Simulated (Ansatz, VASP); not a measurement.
Al4Cl: VASP beside Ansatz

Contents of INCAR:

```
  ALGO = Normal
  EDIFF = 1E-6
  EDIFFG = -0.01
  ENCUT = 600
  GGA = PE
  IBRION = 2
  ISIF = 3
  ISMEAR = 0
  LASPH = True
  LCHARG = False
  LREAL = False
  LWAVE = False
  NELM = 100
  NSW = 100
  PREC = Accurate
  SIGMA = 0.1
```

KPOINTS

```
k-points
0
Gamma
  12 12 8
```

File POSCAR:

```
Al4Cl
1.0
    5.0053397737      0.0000000000      0.0000000000
   -2.5026698868      4.3347513986      0.0000000000
    0.0000000000      0.0000000000      5.2113362755
Al Cl
4 1
Direct
    0.3333333333      0.6666666667      0.2478495503
    0.6666666667      0.3333333333      0.2478495503
    0.3333333333      0.6666666667      0.7521504497
    0.6666666667      0.3333333333      0.7521504497
    0.0000000000      0.0000000000      0.5000000000
```

Input for Ansatz:

```yaml
crystal:
  lattice:
    - [5.0053397737, 0.0, 0.0]
    - [-2.5026698868, 4.3347513986, 0.0]
    - [0.0, 0.0, 5.2113362755]
  atoms:
    - { symbol: Al, position: [0.3333333333, 0.6666666667, 0.2478495503] }
    - { symbol: Al, position: [0.6666666667, 0.3333333333, 0.2478495503] }
    - { symbol: Al, position: [0.3333333333, 0.6666666667, 0.7521504497] }
    - { symbol: Al, position: [0.6666666667, 0.3333333333, 0.7521504497] }
    - { symbol: Cl, position: [0.0, 0.0, 0.5] }
basis:
  ecutwfc: 420
kpoints:
  mp_grid: { grid: [12, 12, 8] }
hamiltonian:
  xc: pbe
scf:
  occupations: { method: gaussian, width: 0.1 }
output:
  forces: true
  stress: true
  eigenvalues: true
  write_density: true
  write_potential: true
  elf: true
  volumetric_format: npy
relax:
  adjacent_minimum: "off"
  f_tol: 0.01
  max_steps: 80
  cell: { stress_tol: 0.05 }
```

Alike in both runs: task relaxation of cell and atoms; functional PBE; k mesh 12 × 12 × 8; occupations gaussian, width 0.1 eV; no spin polarisation.

|  | VASP | Ansatz |
| --- | --- | --- |
| version | VASP 6.6.1 | Ansatz 0.2.0 |
| potentials or method | VASP PAW PBE potentials, release 64 (Al, Cl), cutoff 600 eV | scalar-relativistic, plane waves, PAW |
| valence electrons in the cell | 19 | 19 |

|  | VASP | Ansatz | Ansatz less VASP |
| --- | --- | --- | --- |
| gap on the k mesh at the Fermi level, each at its own relaxed structure (eV) | none | none | - |
| relaxed volume (Å³/atom) | 22.58 | 22.57 | -0.008 |
| relaxed cell length with the largest relative difference (Å) | 4.982 | 4.981 | -0.0007 |

A gap of «none» marks a metal or a gap that the smearing closes.
